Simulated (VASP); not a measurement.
# Si3N2 (R-3c) in VASP: a series of runs

Runs on Si3N2. Level: PBE. Tasks: single point, relaxation of cell and atoms.

Program: VASP 6.6.1. These are calculated values, not measurements. Logs are shortened: lines on timing, memory, paths and dates and some standing lists are left out, and cuts for length are marked.

### Step 1. The cell of the first run

Symmetry: R-3c, No. 167, trigonal system. The conventional cell has a = 5.335 Å, b = 5.335 Å, c = 14.566 Å, α = 90.00°, β = 90.00°, γ = 120.00°. Si (site symmetry 2) has 4 N at 2.08 to 2.21 Å and 12 Si at 2.83 to 3.21 Å within 3.3 Å. N (site symmetry 3) has 6 Si at 2.08 to 2.21 Å within 2.8 Å.

### Step 2. Single point, PBE

INCAR

```
SYSTEM = Si3N2
PREC     = Accurate       ! precision mode
ENCUT    = 520            ! plane-wave cutoff, eV
EDIFF    = 1E-6           ! SCF threshold, eV
ISMEAR   = 0              ! smearing method
SIGMA    = 0.1            ! smearing width, eV
LREAL    = .FALSE.        ! projectors in reciprocal space
LASPH    = .TRUE.         ! aspherical terms in the spheres
NELM     = 80             ! most SCF steps
ALGO     = Normal         ! electronic algorithm
ISIF     = 2              ! what is computed and relaxed
LWAVE    = .FALSE.        ! write WAVECAR
LCHARG   = .TRUE.         ! write CHGCAR
GGA      = PE             ! functional
LELF     = .TRUE.         ! ELF
LVHAR    = .TRUE.       
NBANDS   = 33             ! bands
```

KPOINTS

```
regular mesh
0
G
  6 6 6
  0 0 0
```

POSCAR

```
Si3N2
1.0
    2.6674574930      1.5400573016      4.8551732109
   -2.6674574930      1.5400573016      4.8551732109
    0.0000000000     -3.0801146033      4.8551732109
Si N
6 4
Direct
    0.0562500000      0.4437500000      0.7500000000
    0.7500000000      0.0562500000      0.4437500000
    0.4437500000      0.7500000000      0.0562500000
    0.9437500000      0.5562500000      0.2500000000
    0.2500000000      0.9437500000      0.5562500000
    0.5562500000      0.2500000000      0.9437500000
    0.8521800000      0.8521800000      0.8521800000
    0.6478200000      0.6478200000      0.6478200000
    0.1478200000      0.1478200000      0.1478200000
    0.3521800000      0.3521800000      0.3521800000
```

Potentials or basis: VASP PAW PBE potentials, release 64 (Si, N).

The run is started by

```
> cat potpaw_PBE.64/Si/POTCAR potpaw_PBE.64/N/POTCAR > POTCAR
> mpirun -np 1 vasp_std > vasp.out
```

OUTCAR:

```text
SYSTEM = Si3N2
   PREC = Accurate
   ENCUT = 520
   EDIFF = 1E-6
   ISMEAR = 0
   LREAL = .FALSE.
   LASPH = .TRUE.
   NELM = 80
   ISIF = 2
   GGA = PE

 ion  position               nearest neighbor table
   1  0.056  0.444  0.750-   9 2.08  10 2.08   7 2.21   8 2.21   2 2.83   3 2.83   4 2.94   4 2.94
                             5 3.06   6 3.06   6 3.06   5 3.06
   2  0.750  0.056  0.444-   9 2.08  10 2.08   8 2.21   7 2.21   3 2.83   1 2.83   5 2.94   5 2.94
                             4 3.06   4 3.06   6 3.06   6 3.06
   3  0.444  0.750  0.056-  10 2.08   9 2.08   7 2.21   8 2.21   2 2.83   1 2.83   6 2.94   6 2.94
                             4 3.06   4 3.06   5 3.06   5 3.06
   4  0.944  0.556  0.250-   7 2.08   8 2.08   9 2.21  10 2.21   6 2.83   5 2.83   1 2.94   1 2.94
                             2 3.06   3 3.06   2 3.06   3 3.06
   5  0.250  0.944  0.556-   7 2.08   8 2.08  10 2.21   9 2.21   6 2.83   4 2.83   2 2.94   2 2.94
                             1 3.06   1 3.06   3 3.06   3 3.06
   6  0.556  0.250  0.944-   8 2.08   7 2.08   9 2.21  10 2.21   5 2.83   4 2.83   3 2.94   3 2.94
                             1 3.06   1 3.06   2 3.06   2 3.06
   7  0.852  0.852  0.852-   5 2.08   6 2.08   4 2.08   3 2.21   1 2.21   2 2.21
   8  0.648  0.648  0.648-   6 2.08   5 2.08   4 2.08   2 2.21   1 2.21   3 2.21
   9  0.148  0.148  0.148-   2 2.08   3 2.08   1 2.08   6 2.21   4 2.21   5 2.21
  10  0.352  0.352  0.352-   3 2.08   2 2.08   1 2.08   5 2.21   4 2.21   6 2.21

  LATTYP: Found a trigonal (rhomboedric) cell.
 ALAT       =     5.7497663324
 COS(alpha) =     0.5695481095

  Lattice vectors:

 A1 = (   2.6674574930,   1.5400573016,   4.8551732109)
 A2 = (  -2.6674574930,   1.5400573016,   4.8551732109)
 A3 = (   0.0000000000,  -3.0801146033,   4.8551732109)

Analysis of symmetry for initial positions (statically):
=====================================================================
 Subroutine PRICEL returns:
 Original cell was already a primitive cell.

 Routine SETGRP: Setting up the symmetry group for a
 trigonal (rhombohedral) supercell.

 Subroutine GETGRP returns: Found 12 space group operations
 (whereof  6 operations were pure point group operations)
 out of a pool of 12 trial point group operations.

The static configuration has the point symmetry S_6 .
 The point group associated with its full space group is D_3d.

Analysis of symmetry for dynamics (positions and initial velocities):
=====================================================================
 Subroutine PRICEL returns:
 Original cell was already a primitive cell.

 Routine SETGRP: Setting up the symmetry group for a
 trigonal (rhombohedral) supercell.

 Subroutine GETGRP returns: Found 12 space group operations
 (whereof  6 operations were pure point group operations)
 out of a pool of 12 trial point group operations.

The dynamic configuration has the point symmetry S_6 .
 The point group associated with its full space group is D_3d.

 Subroutine INISYM returns: Found 12 space group operations
 (whereof  6 operations are pure point group operations),
 and found     1 'primitive' translations

----------------------------------------------------------------------------------------

                                     Primitive cell

  volume of cell :     119.6714

  direct lattice vectors                    reciprocal lattice vectors
     2.667457493  1.540057302  4.855173211     0.187444412  0.108221081  0.068655292
    -2.667457493  1.540057302  4.855173211    -0.187444412  0.108221081  0.068655292
     0.000000000 -3.080114603  4.855173211     0.000000000 -0.216442163  0.068655292

  length of vectors
     5.749766332  5.749766332  5.749766332     0.227069943  0.227069943  0.227069943

  position of ions in fractional coordinates (direct lattice)
     0.056250000  0.443750000  0.750000000
     0.750000000  0.056250000  0.443750000
     0.443750000  0.750000000  0.056250000
     0.943750000  0.556250000  0.250000000
     0.250000000  0.943750000  0.556250000
     0.556250000  0.250000000  0.943750000
     0.852180000  0.852180000  0.852180000
     0.647820000  0.647820000  0.647820000
     0.147820000  0.147820000  0.147820000
     0.352180000  0.352180000  0.352180000

  ion indices of the primitive-cell ions
   primitive index   ion index
                 1           1
                 2           2
                 3           3
                 4           4
                 5           5
                 6           6
                 7           7
                 8           8
                 9           9
                10          10

----------------------------------------------------------------------------------------

 KPOINTS: regular mesh

Automatic generation of k-mesh.
 Grid dimensions read from file:
 generate k-points for:    6    6    6

 Generating k-lattice:

  Cartesian coordinates                     Fractional coordinates (reciprocal lattice)
     0.031240735  0.018036847  0.011442549     0.166666667 -0.000000000  0.000000000
    -0.031240735  0.018036847  0.011442549    -0.000000000  0.166666667  0.000000000
     0.000000000 -0.036073694  0.011442549     0.000000000  0.000000000  0.166666667

  Length of vectors
     0.037844990  0.037844990  0.037844990

  Shift w.r.t. Gamma in fractional coordinates (k-lattice)
     0.000000000  0.000000000  0.000000000

 Subroutine IBZKPT returns following result:
 ===========================================

 Found     32 irreducible k-points:

 Following reciprocal coordinates:
            Coordinates               Weight
  0.000000  0.000000  0.000000      1.000000
  0.166667  0.000000 -0.000000      6.000000
  0.333333  0.000000 -0.000000      6.000000
  0.500000  0.000000 -0.000000      3.000000
  0.166667  0.166667 -0.000000      6.000000
  0.333333  0.166667 -0.000000     12.000000
[... 16 lines left out ...]
  0.500000  0.500000  0.166667      6.000000
 -0.333333  0.500000  0.166667     12.000000
 [... further k-points ...]
   k-points           NKPTS =     32   k-points in BZ     NKDIM =     32   number of bands    NBANDS=     33
   number of dos      NEDOS =    301   number of ions     NIONS =     10
   total plane-waves  NPLWV = 110592
   dimension x,y,z NGX =    48 NGY =   48 NGZ =   48
   dimension x,y,z NGXF=    96 NGYF=   96 NGZF=   96
   ions per type =               6   4
   NGX,Y,Z   is equivalent  to a cutoff of  13.88, 13.88, 13.88 a.u.
   NGXF,Y,Z  is equivalent  to a cutoff of  27.76, 27.76, 27.76 a.u.
 SYSTEM =  Si3N2
   PREC   = accura    normal or accurate (medium, high low for compatibility)
   ISTART =      0    job   : 0-new  1-cont  2-samecut
   ICHARG =      2    charge: 1-file 2-atom 10-const
   ISPIN  =      1    spin polarized calculation?
   LNONCOLLINEAR =      F non collinear calculations
   LSORBIT =      F    spin-orbit coupling
   LASPH  =      T    aspherical Exc in radial PAW
   ENCUT  =  520.0 eV  38.22 Ry    6.18 a.u.  10.69 10.69 10.69*2*pi/ulx,y,z
   NELM   =     80;   NELMIN=  2; NELMDL= -5     # of ELM steps
   EDIFF  = 0.1E-05   stopping-criterion for ELM
   LREAL  =      F    real-space projection
   EDIFFG = 0.1E-04   stopping-criterion for IOM
   NSW    =      0    number of steps for IOM
   IBRION =     -1    ionic relax: 0-MD 1-quasi-New 2-CG
   NFREE  =      0    steps in history (QN), initial steepest desc. (CG)
   ISIF   =      2    stress and relaxation
   ISYM   =      2    0-nonsym 1-usesym 2-fastsym
   POTIM  = 0.5000    time-step for ionic-motion
   TEBEG  =    0.0;   TEEND  =   0.0 temperature during run
   PSTRESS=    0.0 pullay stress
   NELECT =      44.0000    total number of electrons
   NUPDOWN=      -1.0000    fix difference up-down
   EMIN   =  10.00;   EMAX   =-10.00  energy-range for DOS
   EFERMI =   0.00;   METHOD = LEGACY
   ISMEAR =     0;   SIGMA  =   0.10  broadening in eV -4-tet -1-fermi 0-gaus
   EFERMI_NEDOS =   21; number of points for ismear=-14 and -15
   IALGO  =     38    algorithm
   IMIX   =      4    mixing-type and parameters
     AMIX     =   0.40;   BMIX     =  1.00
     AMIX_MAG =   1.60;   BMIX_MAG =  1.00
  volume/ion in A,a.u.               =      11.97        80.76
  Fermi-wavevector in a.u.,A,eV,Ry     =   1.172813  2.216296 18.714696  1.375491
  Thomas-Fermi vector in A             =   2.309236
   LORBIT       =      0    0 simple, 1 ext, 2 COOP (PROOUT), +10 PAW based schemes
   GGA     = PE    functional components
   LHFCALC =     F    Hartree Fock is set to
   AEXX    =    0.0000 exact exchange contribution
   IVDW    =     0    specifies the selected vdW correction
   LEPSILON=     F    determine dielectric tensor
   LRPA    =     F    only Hartree local field effects (RPA)
 non-spin polarized calculation
 Gauss-broadening in eV      SIGMA  =   0.10
  energy-cutoff  :      520.00
  volume of cell :      119.67
 maximum number of plane-waves:      3242
 NGX is ok and might be reduce to    48
   NGX = 21   NGY = 21   NGZ = 21

 number of electron      44.0000000 magnetization

 Free energy of the ion-electron system (eV)
  ---------------------------------------------------
  ext. energy  EPLUGINS =         0.00000000
  ---------------------------------------------------
  free energy    TOTEN  =       -56.34354103 eV

  energy without entropy =      -56.32504907  energy(sigma->0) =      -56.33429505

 E-fermi :   9.2511     XC(G=0): -11.2373

 val. band max:        9.2288133406   @ k =   0.3333   0.3333   0.1667
 cond. band min:       9.2567699510   @ k =   0.3333   0.0000  -0.0000
 fundamental gap:      0.0279566105
 Fermi energy:         9.2510531339

 k-point     1 :       0.0000    0.0000    0.0000
  band No.  band energies     occupation
      1      -9.2795      2.00000
      2      -7.2469      2.00000
      3      -6.9872      2.00000
      4      -6.3247      2.00000
      5      -1.1287      2.00000
      6      -0.3192      2.00000
[... 25 lines left out ...]
     32      13.2858      0.00000
     33      14.0906      0.00000
[... 797 lines left out ...]
      3      -7.2934      2.00000
      4      -7.2670      2.00000
      5      -1.4212      2.00000
      6      -0.8267      2.00000
[... 25 lines left out ...]
     32      12.9831      0.00000
     33      13.9515      0.00000

 [... further k-points ...]

------------------------ aborting loop because EDIFF is reached ----------------------------------------

  FORCE on cell =-STRESS in cart. coord.  units (eV):
  Direction    XX          YY          ZZ          XY          YZ          ZX
  --------------------------------------------------------------------------------------
  -------------------------------------------------------------------------------------
  Total       -1.3797840     -1.3797840      0.5606117      0.0000000     -0.0000000      0.0000000
  in kB      -18.4727403    -18.4727403      7.5055473      0.0000000     -0.0000000      0.0000000
  external PRESSURE =      -9.8133111 kB  Pullay stress =       0.0000000 kB

 VOLUME and BASIS-vectors are now :
 -----------------------------------------------------------------------------
  energy-cutoff  :      520.00
  volume of cell :      119.67
      direct lattice vectors                 reciprocal lattice vectors
     2.667457493  1.540057302  4.855173211     0.187444412  0.108221081  0.068655292
    -2.667457493  1.540057302  4.855173211    -0.187444412  0.108221081  0.068655292
     0.000000000 -3.080114603  4.855173211     0.000000000 -0.216442163  0.068655292

 POSITION                                       TOTAL-FORCE (eV/Angst)
 -----------------------------------------------------------------------------------
     -1.03364     -1.54006      6.06897         0.861234      0.000000     -0.000000
      1.85055     -0.12513      6.06897        -0.430617      0.745851     -0.000000
     -0.81691      1.66519      6.06897        -0.430617     -0.745851     -0.000000
      1.03364      1.54006      8.49655        -0.861234     -0.000000     -0.000000
     -1.85055      0.12513      8.49655         0.430617     -0.745851     -0.000000
      0.81691     -1.66519      8.49655         0.430617      0.745851     -0.000000
      0.00000     -0.00000     12.41244         0.000000      0.000000     -0.226924
      0.00000     -0.00000      9.43583         0.000000     -0.000000      0.226924
      0.00000     -0.00000      2.15308         0.000000     -0.000000      0.226924
      0.00000     -0.00000      5.12968         0.000000      0.000000     -0.226924
 -----------------------------------------------------------------------------------
    total drift:                               -0.000000     -0.000000      0.000000

  FREE ENERGIE OF THE ION-ELECTRON SYSTEM (eV)
  ---------------------------------------------------
  free  energy   TOTEN  =       -56.3435410268 eV

  energy  without entropy=      -56.3250490679  energy(sigma->0) =      -56.33429505
```

It took 1.8 min on 1 thread of Intel Xeon 6975P-C (Granite Rapids), shared host; peak memory 0.34 GiB.

What came out:

```
Free energy            : -56.3435 eV
Pressure               : -1.0 GPa
Largest force          : 0.861 eV/Å
Band gap on the k mesh : zero (bands 22 and 23 overlap by 1.63 eV)
```

Forces in eV/Å, atoms in the order of the input:
```
Si   0.861  0.000  0.000
Si  -0.431  0.746  0.000
Si  -0.431 -0.746  0.000
Si  -0.861  0.000  0.000
Si   0.431 -0.746  0.000
Si   0.431  0.746  0.000
N    0.000  0.000 -0.227
N    0.000  0.000  0.227
N    0.000  0.000  0.227
N    0.000  0.000 -0.227
```

Levels at points of the mesh, in eV from the Fermi level:
```tsv
k point	band 20	band 21	band 22	band 23	band 24	band 25
(0.00, 0.00, 0.00)	-0.33	0.93	0.93	1.81	1.81	2.52
(0.50, 0.00, 0.00)	-0.83	-0.79	-0.79	-0.70	-0.70	0.87
(0.50, 0.50, 0.00)	-1.11	-1.10	-0.50	0.18	1.53	1.77
(0.50, 0.50, 0.50)	-1.13	-1.13	-1.13	0.47	0.47	0.47
```

[end of part 1 of 2]
